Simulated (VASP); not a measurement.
# HgTe (Cmcm) in VASP: single point with r2SCAN

Aim: the single point of HgTe with r2SCAN.

Everything below comes from runs of VASP 6.6.1. Logs are shortened: lines on timing, memory, paths and dates and some standing lists are left out, and cuts for length are marked.

### 1 The cell of the first run

It takes space group Cmcm (No. 63, orthorhombic). Conventional cell: a = 5.907 Å, b = 6.784 Å, c = 5.855 Å, α = 90.00°, β = 90.00°, γ = 90.00°. Within 3.9 Å of Hg (site symmetry m2m) lie 6 Te at 2.98 to 3.76 Å and 2 Hg at 3.78 Å. Te (site symmetry m2m) has 6 Hg at 2.98 to 3.76 Å within 3.9 Å.

### 2 Single point, r2SCAN

The input, POSCAR:

```
HgTe
1.0
    2.9534868717     -3.3921426310      0.0000000000
    2.9534868717      3.3921426310      0.0000000000
    0.0000000000      0.0000000000      5.8546924979
Hg Te
2 2
Direct
    0.3235325388      0.6764674612      0.7500000000
    0.6764674612      0.3235325388      0.2500000000
    0.7700436581      0.2299563419      0.7500000000
    0.2299563419      0.7700436581      0.2500000000
```

The input, INCAR.step1:

```
SYSTEM = HgTe
ALGO = Normal ; EDIFF = 1E-4
ENCUT = 520 ; GGA = PE
ISMEAR = 0 ; LASPH = .TRUE.
LCHARG = .FALSE. ; LREAL = .FALSE.
LWAVE = .TRUE. ; NBANDS = 26
NELM = 80 ; PREC = Accurate
SIGMA = 0.1
```

The input, INCAR.step2:

```
SYSTEM = HgTe
ALGO = Normal ; EDIFF = 1E-7
ENCUT = 520 ; ISIF = 2
ISMEAR = 0 ; ISTART = 1
LASPH = .TRUE. ; LCHARG = .FALSE.
LMIXTAU = .TRUE. ; LREAL = .FALSE.
LWAVE = .FALSE. ; METAGGA = R2SCAN
NBANDS = 26 ; NELM = 80
PREC = Accurate ; SIGMA = 0.1
```

The input, KPOINTS:

```
k-points
0
G
  10 10 8
  0 0 0
```

Potentials or basis: VASP PAW PBE potentials, release 64 (Hg, Te).

Run with:

```console
> cat potpaw_PBE.64/Hg/POTCAR potpaw_PBE.64/Te/POTCAR > POTCAR
> cp INCAR.step1 INCAR
> mpirun -np 1 vasp_std > vasp.out
> cp INCAR.step2 INCAR
> mpirun -np 1 vasp_std > vasp.out
```

OUTCAR:

```text
SYSTEM = HgTe
   EDIFF = 1E-7
   ENCUT = 520
   ISIF = 2
   ISMEAR = 0
   ISTART = 1
   LASPH = .TRUE.
   LREAL = .FALSE.
   METAGGA = R2SCAN
   NELM = 80
   PREC = Accurate

 ion  position               nearest neighbor table
   1  0.324  0.676  0.750-   3 2.98   3 2.98   4 3.00   4 3.00   3 3.03   3 3.76   2 3.78   2 3.78

   2  0.676  0.324  0.250-   4 2.98   4 2.98   3 3.00   3 3.00   4 3.03   4 3.76   1 3.78   1 3.78

   3  0.770  0.230  0.750-   1 2.98   1 2.98   2 3.00   2 3.00   1 3.03   1 3.76
   4  0.230  0.770  0.250-   2 2.98   2 2.98   1 3.00   1 3.00   2 3.03   2 3.76

  LATTYP: Found a base centered orthorhombic cell.
 ALAT       =     5.9069737434
 B/A-ratio  =     1.1485213168
 C/A-ratio  =     0.9911492335

  Lattice vectors:

 A1 = (   2.9534868717,  -3.3921426310,   0.0000000000)
 A2 = (   2.9534868717,   3.3921426310,   0.0000000000)
 A3 = (   0.0000000000,   0.0000000000,   5.8546924979)

Analysis of symmetry for initial positions (statically):
=====================================================================
 Subroutine PRICEL returns:
 Original cell was already a primitive cell.

 Routine SETGRP: Setting up the symmetry group for a
 base centered orthorhombic supercell.

 Subroutine GETGRP returns: Found  8 space group operations
 (whereof  4 operations were pure point group operations)
 out of a pool of  8 trial point group operations.

The static configuration has the point symmetry C_2h.
 The point group associated with its full space group is D_2h.

Analysis of symmetry for dynamics (positions and initial velocities):
=====================================================================
 Subroutine PRICEL returns:
 Original cell was already a primitive cell.

 Routine SETGRP: Setting up the symmetry group for a
 base centered orthorhombic supercell.

 Subroutine GETGRP returns: Found  8 space group operations
 (whereof  4 operations were pure point group operations)
 out of a pool of  8 trial point group operations.

The dynamic configuration has the point symmetry C_2h.
 The point group associated with its full space group is D_2h.

 Subroutine INISYM returns: Found  8 space group operations
 (whereof  4 operations are pure point group operations),
 and found     1 'primitive' translations

----------------------------------------------------------------------------------------

                                     Primitive cell

  volume of cell :     117.3122
[... 87 lines left out ...]
   ISPIN  =      1    spin polarized calculation?
   LNONCOLLINEAR =      F non collinear calculations
   LSORBIT =      F    spin-orbit coupling
   LASPH  =      T    aspherical Exc in radial PAW
   ENCUT  =  520.0 eV  38.22 Ry    6.18 a.u.   8.36  8.36 10.89*2*pi/ulx,y,z
   NELM   =     80;   NELMIN=  2; NELMDL=  0     # of ELM steps
   EDIFF  = 0.1E-06   stopping-criterion for ELM
   LREAL  =      F    real-space projection
   EDIFFG = 0.1E-05   stopping-criterion for IOM
   NSW    =      0    number of steps for IOM
   IBRION =     -1    ionic relax: 0-MD 1-quasi-New 2-CG
   NFREE  =      0    steps in history (QN), initial steepest desc. (CG)
   ISIF   =      2    stress and relaxation
   ISYM   =      2    0-nonsym 1-usesym 2-fastsym
   POTIM  = 0.5000    time-step for ionic-motion
   TEBEG  =    0.0;   TEEND  =   0.0 temperature during run
   PSTRESS=    0.0 pullay stress
   NELECT =      36.0000    total number of electrons
   NUPDOWN=      -1.0000    fix difference up-down
   EMIN   =  10.00;   EMAX   =-10.00  energy-range for DOS
   EFERMI =   0.00;   METHOD = LEGACY
   ISMEAR =     0;   SIGMA  =   0.10  broadening in eV -4-tet -1-fermi 0-gaus
   EFERMI_NEDOS =   21; number of points for ismear=-14 and -15
   IALGO  =     38    algorithm
   IMIX   =      4    mixing-type and parameters
     AMIX     =   0.40;   BMIX     =  1.00
     AMIX_MAG =   1.60;   BMIX_MAG =  1.00
  volume/ion in A,a.u.               =      29.33       197.92
  Fermi-wavevector in a.u.,A,eV,Ry     =   1.104234  2.086700 16.590039  1.219333
  Thomas-Fermi vector in A             =   2.240704
   LORBIT       =      0    0 simple, 1 ext, 2 COOP (PROOUT), +10 PAW based schemes
   METAGGA = R2SCAN    functional components
   LHFCALC =     F    Hartree Fock is set to
   AEXX    =    0.0000 exact exchange contribution
   IVDW    =     0    specifies the selected vdW correction
   LEPSILON=     F    determine dielectric tensor
   LRPA    =     F    only Hartree local field effects (RPA)
 non-spin polarized calculation
 Gauss-broadening in eV      SIGMA  =   0.10
  energy-cutoff  :      520.00
  volume of cell :      117.31
 maximum number of plane-waves:      3186
 NGX is ok and might be reduce to    36
   NGX = 17   NGY = 17   NGZ = 21

 number of electron      36.0000002 magnetization

 Free energy of the ion-electron system (eV)
  ---------------------------------------------------
  ext. energy  EPLUGINS =         0.00000000
  ---------------------------------------------------
  free energy    TOTEN  =      -149.68472315 eV

  energy without entropy =     -149.67748976  energy(sigma->0) =     -149.68110646

 E-fermi :   3.8764     XC(G=0): -10.2210

 val. band max:        3.8657504613   @ k =  -0.4000   0.3000   0.0000
 cond. band min:       3.8771011299   @ k =   0.4000   0.1000   0.3750
 fundamental gap:      0.0113506686
 Fermi energy:         3.8763668780

 k-point     1 :       0.0000    0.0000    0.0000
  band No.  band energies     occupation
      1      -8.4792      2.00000
      2      -7.3544      2.00000
      3      -3.2611      2.00000
      4      -3.1265      2.00000
      5      -3.1215      2.00000
      6      -3.1134      2.00000
[... 685 lines left out ...]
     25      11.6444      0.00000
     26      12.4545      0.00000

 [... further k-points ...]
[... 5 lines left out ...]
  --------------------------------------------------------------------------------------
  -------------------------------------------------------------------------------------
  Total        0.0954770      0.0520151      0.1317565      0.0000000      0.0000000      0.0000000
  in kB        1.3039653      0.7103904      1.7994480      0.0000000      0.0000000      0.0000000
  external PRESSURE =       1.2712679 kB  Pullay stress =       0.0000000 kB

 VOLUME and BASIS-vectors are now :
 -----------------------------------------------------------------------------
  energy-cutoff  :      520.00
  volume of cell :      117.31
      direct lattice vectors                 reciprocal lattice vectors
     2.953486872 -3.392142631  0.000000000     0.169291425 -0.147399462  0.000000000
     2.953486872  3.392142631  0.000000000     0.169291425  0.147399462  0.000000000
     0.000000000  0.000000000  5.854692498     0.000000000  0.000000000  0.170803164

 POSITION                                       TOTAL-FORCE (eV/Angst)
 -----------------------------------------------------------------------------------
      2.95349      1.19721      4.39102         0.000000     -0.000631     -0.000000
      2.95349     -1.19721      1.46367         0.000000      0.000631      0.000000
      2.95349     -1.83205      4.39102         0.000000     -0.012555     -0.000000
      2.95349      1.83205      1.46367         0.000000      0.012555     -0.000000
 -----------------------------------------------------------------------------------
    total drift:                                0.000000      0.000000      0.000000

  FREE ENERGIE OF THE ION-ELECTRON SYSTEM (eV)
  ---------------------------------------------------
  free  energy   TOTEN  =      -149.6847231538 eV

  energy  without entropy=     -149.6774897636  energy(sigma->0) =     -149.68110646
```

OUTCAR.step1:

```text
SYSTEM = HgTe
   EDIFF = 1E-4
   ENCUT = 520
   GGA = PE
   ISMEAR = 0
   LASPH = .TRUE.
   LREAL = .FALSE.
   NELM = 80
[... 929 lines left out ...]
      2.95349     -1.19721      1.46367         0.000000     -0.013380     -0.000000
      2.95349     -1.83205      4.39102         0.000000     -0.074037      0.000000
      2.95349      1.83205      1.46367         0.000000      0.074037     -0.000000
 -----------------------------------------------------------------------------------
    total drift:                                0.000000      0.000000      0.000000

  FREE ENERGIE OF THE ION-ELECTRON SYSTEM (eV)
  ---------------------------------------------------
  free  energy   TOTEN  =        -6.6292277174 eV

  energy  without entropy=       -6.6207960836  energy(sigma->0) =       -6.62501190
```

Run time: 9.1 min. Hardware: 1 thread of Intel Xeon 6975P-C (Granite Rapids), shared host; peak memory 0.57 GiB.

Results:

| Item | Value |
| --- | --- |
| Free energy | -149.6847 eV |
| Pressure | 0.1 GPa |
| Largest force | 0.013 eV/Å |
| Band gap on the k mesh | zero (bands 18 and 19 overlap by 2.46 eV) |

Forces in eV/Å, atoms in the order of the input:
```
Hg   0.000 -0.001  0.000
Hg   0.000  0.001  0.000
Te   0.000 -0.013  0.000
Te   0.000  0.013  0.000
```

Stress tensor (GPa, compression positive):
```
0.13 0.00 0.00
0.00 0.07 0.00
0.00 0.00 0.18
```

Levels at points of the mesh, in eV from the Fermi level:
```tsv
k point	band 16	band 17	band 18	band 19	band 20	band 21
(0.00, 0.00, 0.00)	-2.23	-0.97	-0.62	-0.23	-0.18	4.61
(0.50, 0.00, 0.00)	-2.11	-0.62	-0.57	1.78	2.80	3.78
(0.50, 0.50, 0.00)	-2.20	-1.97	-1.94	-1.91	-1.29	4.17
(0.00, 0.00, 0.50)	-1.88	-1.11	-1.11	1.64	1.64	5.52
(0.50, 0.00, 0.50)	-0.69	0.48	0.48	2.55	2.55	4.19
(0.50, 0.50, 0.50)	-3.12	-3.01	-3.01	2.38	2.38	5.77
```

Caveat: the PAW data sets were made with another functional, which shifts forces and pressure a little; spin-orbit coupling is left out, which moves the levels of the heavy elements.
